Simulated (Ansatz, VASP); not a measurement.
**As: VASP beside Ansatz**

```
As
1.0
     3.40600    0.00000    0.00000
    -1.70300    2.94968    0.00000
     0.00000    0.00000   28.57424
As
2
Direct
  0.33333 0.66667 0.47904
  0.66667 0.33333 0.52096
```

Alike in both runs: task single point; functional PBE; dispersion D3(BJ); k mesh 9 × 9 × 1; occupations gaussian, width 0.02 eV; no spin polarisation.

|  | VASP | Ansatz |
| --- | --- | --- |
| version | VASP 6.6.1 | Ansatz 0.2.0 |
| potentials or method | VASP PAW PBE potentials, release 64 (As), cutoff 520 eV | scalar-relativistic, plane waves, PAW |
| valence electrons in the cell | 10 | 30 |

|  | VASP | Ansatz | Ansatz less VASP |
| --- | --- | --- | --- |
| gap on the k mesh at the Fermi level (eV) | 1.64 | 1.70 | +0.056 |
| least direct gap on the mesh (eV) | 2.03 | 2.08 | +0.052 |
| rms of the force components (eV/Å) | 2.459 | 2.335 | -0.1238 |

Atom by atom the forces differ by 0.124 eV/Å (rms over components). VASP's potentials hold 10 valence electrons a cell and Ansatz's 30, so a difference there can come from the potentials and not from the codes.
